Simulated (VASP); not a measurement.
# Mg3NbO2 (P6/mmm) in VASP: notebook

Mg3NbO2 is run at these levels: PBE; tasks: single point.

Everything below comes from runs of VASP 6.6.1. Logs are shortened: lines on timing, memory, paths and dates and some standing lists are left out, and cuts for length are marked.

### Step 1. The cell of the first run

The structure is hexagonal, space group P6/mmm (No. 191). Conventional cell: a = 5.199 Å, b = 5.199 Å, c = 4.114 Å, α = 90.00°, β = 90.00°, γ = 120.00°. Within 2.0 Å of Mg (site symmetry mmm) lie 2 O at 1.50 Å. Nb (site symmetry 6/mmm) has 6 Mg at 2.60 Å and 6 O at 3.00 Å within 3.4 Å. Within 2.0 Å of O (site symmetry -6m2) lie 3 Mg at 1.50 Å.

### Step 2. Single point, PBE

Contents of INCAR:

```
SYSTEM = Mg3NbO2
PREC     = Accurate       ! precision mode
ENCUT    = 520            ! plane-wave cutoff, eV
EDIFF    = 1E-7           ! SCF threshold, eV
ISMEAR   = 0              ! smearing method
SIGMA    = 0.1            ! smearing width, eV
LREAL    = .False.        ! projectors in reciprocal space
LASPH    = .True.         ! aspherical terms in the spheres
NELM     = 100            ! most SCF steps
ALGO     = Normal         ! electronic algorithm
ISIF     = 2              ! what is computed and relaxed
LWAVE    = .False.        ! write WAVECAR
LCHARG   = .False.        ! write CHGCAR
GGA      = PE             ! functional
NBANDS   = 24             ! bands
```

Contents of KPOINTS:

```
Automatic mesh
0
Gamma
  6 6 4
  0 0 0
```

Contents of POSCAR:

```
Mg3NbO2
1.0
    5.1986493100      0.0000000000      0.0000000000
   -2.5993246600      4.5021623700      0.0000000000
    0.0000000000      0.0000000000      4.1142536800
Mg Nb O
3 1 2
Direct
    0.5000000000      0.0000000000      0.5000000000
    0.0000000000      0.5000000000      0.5000000000
    0.5000000000      0.5000000000      0.5000000000
    0.0000000000      0.0000000000      0.5000000000
    0.3333333300      0.6666666700      0.5000000000
    0.6666666700      0.3333333300      0.5000000000
```

Potentials or basis: VASP PAW PBE potentials, release 64 (Mg, Nb_sv, O).

The run is started by

```bash
$ cat potpaw_PBE.64/Mg/POTCAR potpaw_PBE.64/Nb_sv/POTCAR potpaw_PBE.64/O/POTCAR > POTCAR
$ mpirun -np 1 vasp_std > vasp.out
```

OUTCAR:

```text
SYSTEM = Mg3NbO2
   PREC = Accurate
   ENCUT = 520
   EDIFF = 1E-7
   ISMEAR = 0
   LREAL = .False.
   LASPH = .True.
   NELM = 100
   ISIF = 2
   GGA = PE

 ion  position               nearest neighbor table
   1  0.500  0.000  0.500-   5 1.50   6 1.50   2 2.60   2 2.60   4 2.60   4 2.60   3 2.60   3 2.60

   2  0.000  0.500  0.500-   5 1.50   6 1.50   1 2.60   1 2.60   3 2.60   3 2.60   4 2.60   4 2.60

   3  0.500  0.500  0.500-   5 1.50   6 1.50   4 2.60   4 2.60   2 2.60   2 2.60   1 2.60   1 2.60

   4  0.000  0.000  0.500-   3 2.60   3 2.60   1 2.60   1 2.60   2 2.60   2 2.60
   5  0.333  0.667  0.500-   2 1.50   1 1.50   3 1.50
   6  0.667  0.333  0.500-   2 1.50   1 1.50   3 1.50

  LATTYP: Found a hexagonal cell.
 ALAT       =     5.1986493100
 C/A-ratio  =     0.7914081975

  Lattice vectors:

 A1 = (   5.1986493100,   0.0000000000,   0.0000000000)
 A2 = (  -2.5993246600,   4.5021623700,   0.0000000000)
 A3 = (   0.0000000000,   0.0000000000,   4.1142536800)

Analysis of symmetry for initial positions (statically):
=====================================================================
 Subroutine PRICEL returns:
 Original cell was already a primitive cell.

 Routine SETGRP: Setting up the symmetry group for a
 hexagonal supercell.

 Subroutine GETGRP returns: Found 24 space group operations
 (whereof 24 operations were pure point group operations)
 out of a pool of 24 trial point group operations.

The static configuration has the point symmetry D_6h.

Analysis of symmetry for dynamics (positions and initial velocities):
=====================================================================
 Subroutine PRICEL returns:
 Original cell was already a primitive cell.

 Routine SETGRP: Setting up the symmetry group for a
 hexagonal supercell.

 Subroutine GETGRP returns: Found 24 space group operations
 (whereof 24 operations were pure point group operations)
 out of a pool of 24 trial point group operations.

The dynamic configuration has the point symmetry D_6h.

 Subroutine INISYM returns: Found 24 space group operations
 (whereof 24 operations are pure point group operations),
 and found     1 'primitive' translations

----------------------------------------------------------------------------------------

                                     Primitive cell

  volume of cell :      96.2948

  direct lattice vectors                    reciprocal lattice vectors
     5.198649310  0.000000000  0.000000000     0.192357657  0.111057745  0.000000000
    -2.599324660  4.502162370  0.000000000     0.000000000  0.222115490  0.000000000
     0.000000000  0.000000000  4.114253680     0.000000000  0.000000000  0.243057448

  length of vectors
     5.198649310  5.198649314  4.114253680     0.222115490  0.222115490  0.243057448

  position of ions in fractional coordinates (direct lattice)
     0.500000000  0.000000000  0.500000000
     0.000000000  0.500000000  0.500000000
     0.500000000  0.500000000  0.500000000
     0.000000000  0.000000000  0.500000000
     0.333333330  0.666666670  0.500000000
     0.666666670  0.333333330  0.500000000

  ion indices of the primitive-cell ions
   primitive index   ion index
                 1           1
                 2           2
                 3           3
                 4           4
                 5           5
                 6           6

----------------------------------------------------------------------------------------

 KPOINTS: Automatic mesh

Automatic generation of k-mesh.
 Grid dimensions read from file:
 generate k-points for:    6    6    4

 Generating k-lattice:

  Cartesian coordinates                     Fractional coordinates (reciprocal lattice)
     0.032059609  0.018509624  0.000000000     0.166666667  0.000000000  0.000000000
     0.000000000  0.037019248  0.000000000     0.000000000  0.166666667  0.000000000
     0.000000000  0.000000000  0.060764362     0.000000000  0.000000000  0.250000000

  Length of vectors
     0.037019248  0.037019248  0.060764362

  Shift w.r.t. Gamma in fractional coordinates (k-lattice)
     0.000000000  0.000000000  0.000000000

 Subroutine IBZKPT returns following result:
 ===========================================

 Found     21 irreducible k-points:

 Following reciprocal coordinates:
            Coordinates               Weight
  0.000000  0.000000  0.000000      1.000000
  0.166667  0.000000  0.000000      6.000000
  0.333333  0.000000  0.000000      6.000000
  0.500000  0.000000  0.000000      3.000000
  0.166667  0.166667  0.000000      6.000000
  0.333333  0.166667  0.000000     12.000000
[... 13 lines left out ...]
  0.333333  0.166667  0.500000     12.000000
  0.333333  0.333333  0.500000      2.000000
   k-points           NKPTS =     21   k-points in BZ     NKDIM =     21   number of bands    NBANDS=     24
   number of dos      NEDOS =    301   number of ions     NIONS =      6
   total plane-waves  NPLWV =  51200
   dimension x,y,z NGX =    40 NGY =   40 NGZ =   32
   dimension x,y,z NGXF=    80 NGYF=   80 NGZF=   64
   ions per type =               3   1   2
   NGX,Y,Z   is equivalent  to a cutoff of  12.79, 12.79, 12.93 a.u.
   NGXF,Y,Z  is equivalent  to a cutoff of  25.58, 25.58, 25.86 a.u.
 SYSTEM =  Mg3NbO2
   PREC   = accura    normal or accurate (medium, high low for compatibility)
   ISTART =      0    job   : 0-new  1-cont  2-samecut
   ICHARG =      2    charge: 1-file 2-atom 10-const
   ISPIN  =      1    spin polarized calculation?
   LNONCOLLINEAR =      F non collinear calculations
   LSORBIT =      F    spin-orbit coupling
   LASPH  =      T    aspherical Exc in radial PAW
   ENCUT  =  520.0 eV  38.22 Ry    6.18 a.u.   9.67  9.67  7.65*2*pi/ulx,y,z
   NELM   =    100;   NELMIN=  2; NELMDL= -5     # of ELM steps
   EDIFF  = 0.1E-06   stopping-criterion for ELM
   LREAL  =      F    real-space projection
   EDIFFG = 0.1E-05   stopping-criterion for IOM
   NSW    =      0    number of steps for IOM
   IBRION =     -1    ionic relax: 0-MD 1-quasi-New 2-CG
   NFREE  =      0    steps in history (QN), initial steepest desc. (CG)
   ISIF   =      2    stress and relaxation
   ISYM   =      2    0-nonsym 1-usesym 2-fastsym
   POTIM  = 0.5000    time-step for ionic-motion
   TEBEG  =    0.0;   TEEND  =   0.0 temperature during run
   PSTRESS=    0.0 pullay stress
   NELECT =      31.0000    total number of electrons
   NUPDOWN=      -1.0000    fix difference up-down
   EMIN   =  10.00;   EMAX   =-10.00  energy-range for DOS
   EFERMI =   0.00;   METHOD = LEGACY
   ISMEAR =     0;   SIGMA  =   0.10  broadening in eV -4-tet -1-fermi 0-gaus
   EFERMI_NEDOS =   21; number of points for ismear=-14 and -15
   IALGO  =     38    algorithm
   IMIX   =      4    mixing-type and parameters
     AMIX     =   0.40;   BMIX     =  1.00
     AMIX_MAG =   1.60;   BMIX_MAG =  1.00
  volume/ion in A,a.u.               =      16.05       108.30
  Fermi-wavevector in a.u.,A,eV,Ry     =   1.122004  2.120280 17.128285  1.258893
  Thomas-Fermi vector in A             =   2.258661
   LORBIT       =      0    0 simple, 1 ext, 2 COOP (PROOUT), +10 PAW based schemes
   GGA     = PE    functional components
   LHFCALC =     F    Hartree Fock is set to
   AEXX    =    0.0000 exact exchange contribution
   IVDW    =     0    specifies the selected vdW correction
   LEPSILON=     F    determine dielectric tensor
   LRPA    =     F    only Hartree local field effects (RPA)
 non-spin polarized calculation
 Gauss-broadening in eV      SIGMA  =   0.10
  energy-cutoff  :      520.00
  volume of cell :       96.29
 maximum number of plane-waves:      2625
 NGX is ok and might be reduce to    40
   NGX = 19   NGY = 19   NGZ = 15

 number of electron      31.0000011 magnetization

 Free energy of the ion-electron system (eV)
  ---------------------------------------------------
  ext. energy  EPLUGINS =         0.00000000
  ---------------------------------------------------
  free energy    TOTEN  =       -10.16197259 eV

  energy without entropy =      -10.10823560  energy(sigma->0) =      -10.13510409

 E-fermi :   4.2608     XC(G=0):  -9.2322

 val. band max:        4.2496930326   @ k =   0.1667   0.0000   0.2500
 cond. band min:       4.2669072275   @ k =   0.3333   0.3333   0.2500
 fundamental gap:      0.0172141950
 Fermi energy:         4.2607970410

 k-point     1 :       0.0000    0.0000    0.0000
  band No.  band energies     occupation
      1     -50.1493      2.00000
      2     -26.3801      2.00000
      3     -26.3801      2.00000
      4     -26.3048      2.00000
      5     -16.6538      2.00000
      6     -15.2506      2.00000
[... 16 lines left out ...]
     23      10.4274      0.00000
     24      10.4275      0.00000

 k-point     2 :       0.1667    0.0000    0.0000
  band No.  band energies     occupation
      1     -50.1491      2.00000
      2     -26.3832      2.00000
      3     -26.3810      2.00000
      4     -26.3048      2.00000
      5     -16.5737      2.00000
      6     -15.3428      2.00000
[... 16 lines left out ...]
     23      10.1629      0.00000
     24      10.7602      0.00000

 k-point     3 :       0.3333    0.0000    0.0000
  band No.  band energies     occupation
      1     -50.1488      2.00000
      2     -26.3893      2.00000
      3     -26.3828      2.00000
      4     -26.3049      2.00000
      5     -16.3662      2.00000
      6     -15.5731      2.00000
[... 16 lines left out ...]
     23      10.7191      0.00000
     24      11.3808      0.00000
[... 433 lines left out ...]
 k-point    20 :       0.3333    0.1667    0.5000
  band No.  band energies     occupation
      1     -50.1479      2.00000
      2     -26.3891      2.00000
      3     -26.3834      2.00000
      4     -26.3244      2.00000
      5     -16.1814      2.00000
      6     -15.7318      2.00000
[... 16 lines left out ...]
     23       9.1844      0.00000
     24      10.8791      0.00000

 k-point    21 :       0.3333    0.3333    0.5000
  band No.  band energies     occupation
      1     -50.1478      2.00000
      2     -26.3872      2.00000
      3     -26.3872      2.00000
      4     -26.3244      2.00000
      5     -15.9588      2.00000
      6     -15.9588      2.00000
[... 16 lines left out ...]
     23       8.8649      0.00000
     24      11.7741      0.00000

------------------------ aborting loop because EDIFF is reached ----------------------------------------

  FORCE on cell =-STRESS in cart. coord.  units (eV):
  Direction    XX          YY          ZZ          XY          YZ          ZX
  --------------------------------------------------------------------------------------
  -------------------------------------------------------------------------------------
  Total       84.7940524     84.7940524     -6.1642443     -0.0000001     -0.0000000      0.0000000
  in kB     1410.8252751   1410.8252765   -102.5622838     -0.0000016     -0.0000000      0.0000000
  external PRESSURE =     906.3627559 kB  Pullay stress =       0.0000000 kB

 VOLUME and BASIS-vectors are now :
 -----------------------------------------------------------------------------
  energy-cutoff  :      520.00
  volume of cell :       96.29
      direct lattice vectors                 reciprocal lattice vectors
     5.198649310  0.000000000  0.000000000     0.192357657  0.111057745  0.000000000
    -2.599324660  4.502162370  0.000000000     0.000000000  0.222115490  0.000000000
     0.000000000  0.000000000  4.114253680     0.000000000  0.000000000  0.243057448

 POSITION                                       TOTAL-FORCE (eV/Angst)
 -----------------------------------------------------------------------------------
      2.59932      0.00000      2.05713         0.000000      0.000000      0.000000
     -1.29966      2.25108      2.05713         0.000000      0.000000      0.000000
      1.29966      2.25108      2.05713         0.000000      0.000000      0.000000
      0.00000      0.00000      2.05713         0.000000      0.000000      0.000000
     -0.00000      3.00144      2.05713        -0.000000     -0.000000     -0.000000
      2.59932      1.50072      2.05713         0.000000      0.000000      0.000000
 -----------------------------------------------------------------------------------
    total drift:                                0.000000     -0.000000     -0.000000

  FREE ENERGIE OF THE ION-ELECTRON SYSTEM (eV)
  ---------------------------------------------------
  free  energy   TOTEN  =       -10.1619725866 eV

  energy  without entropy=      -10.1082355966  energy(sigma->0) =      -10.13510409
```

Run time: 54 s. Hardware: 1 thread of Intel Xeon Platinum 8259CL at 2.50GHz (Skylake/Cascade Lake), shared host; peak memory 0.24 GiB.

What came out:

```
Free energy : -10.1620 eV
Pressure    : 90.6 GPa
```

Stress tensor (GPa, compression positive):
```
141.08   0.00   0.00
  0.00 141.08   0.00
  0.00   0.00 -10.26
```

Levels at points of the mesh, in eV from the Fermi level:
| k point | band 12 | band 13 | band 14 | band 15 | band 16 | band 17 | band 18 | band 19 |
| --- | --- | --- | --- | --- | --- | --- | --- | --- |
| (0.00, 0.00, 0.00) | -5.36 | -3.41 | -0.32 | 0.04 | 0.04 | 0.52 | 0.52 | 3.25 |
| (0.50, 0.00, 0.00) | -5.45 | -1.54 | -0.60 | -0.31 | 0.21 | 0.24 | 0.46 | 0.74 |
| (0.00, 0.00, 0.50) | -5.30 | -1.88 | -0.34 | -0.34 | 0.17 | 0.17 | 0.54 | 2.13 |
| (0.50, 0.00, 0.50) | -5.44 | -0.65 | -0.57 | -0.26 | 0.14 | 0.29 | 0.48 | 2.34 |

Caveat: the k points lie up to 0.38 Å⁻¹ apart; an odd number of electrons without spin polarisation forces a metal; a magnetic or distorted state may lie lower.

### Step 3. Single point, PBE, collinear spin, ferromagnetic start

This run uses another cell than the first one, of 19.46 Å³/atom, 1.213 times its volume.

Contents of INCAR:

```
SYSTEM = Mg3NbO2
ALGO = Normal ; EDIFF = 1E-6
ENCUT = 520 ; GGA = PE
ISIF = 2 ; ISMEAR = 0
ISPIN = 2 ; LASPH = .True.
LCHARG = .False. ; LMAXMIX = 4
LORBIT = 11 ; LREAL = .False.
LWAVE = .False. ; MAGMOM = 0 0 0 2.74 0 0
NBANDS = 28 ; NELM = 150
PREC = Accurate ; SIGMA = 0.1
```

Contents of KPOINTS:

```
k-points
0
Gamma
  3 3 6
  0 0 0
```

Contents of POSCAR:

```
Mg3NbO2
1.0
    6.5624193440      0.0000000000      0.0000000000
   -3.2812096720      5.6832218622      0.0000000000
    0.0000000000      0.0000000000      3.1307801662
Mg Nb O
3 1 2
Direct
    0.5000000000      0.0000000000      0.5000000000
    0.0000000000      0.5000000000      0.5000000000
    0.5000000000      0.5000000000      0.5000000000
    0.0000000000      0.0000000000      0.5000000000
    0.3333333333      0.6666666667      0.5000000000
    0.6666666667      0.3333333333      0.5000000000
```

Potentials or basis: VASP PAW PBE potentials, release 64 (Mg, Nb_sv, O).

The run is started by

```bash
$ cat potpaw_PBE.64/Mg/POTCAR potpaw_PBE.64/Nb_sv/POTCAR potpaw_PBE.64/O/POTCAR > POTCAR
$ mpirun -np 1 vasp_std > vasp.out
```

Run time: 2.1 min. Hardware: 1 thread of Intel Xeon Platinum 8259CL at 2.50GHz (Skylake/Cascade Lake), shared host; peak memory 0.31 GiB.

The run converged. Its results:

| Quantity | Value |
| --- | --- |
| Free energy | -28.2271 eV |
| Pressure | -0.1 GPa |
| Net moment | 3.66 μB per cell |
| Site moments | Mg +0.01; Nb +1.95; O +0.10 μB |
| Valence electrons inside the program's atomic spheres | Mg 0.40; Nb 10.60; O 5.05 |

Levels at points of the mesh, in eV from the Fermi level:
Spin up:
```tsv
k point	band 14	band 15	band 16	band 17	band 18	band 19	band 20	band 21
(0.00, 0.00, 0.00)	-1.77	-0.69	-0.69	0.38	0.38	1.48	1.48	2.90
(0.00, 0.00, 0.50)	-1.38	-1.25	-0.05	-0.05	1.01	2.59	2.59	3.32
```
Spin down:
```csv
k point,band 11,band 12,band 13,band 14,band 15,band 16,band 17,band 18
"(0.00, 0.00, 0.00)",-3.20,-1.79,-1.77,-0.64,0.93,0.93,1.32,1.32
"(0.00, 0.00, 0.50)",-3.47,-3.47,-0.09,-0.09,0.36,1.61,1.99,1.99
```

Caveat: the k points lie up to 0.37 Å⁻¹ apart.
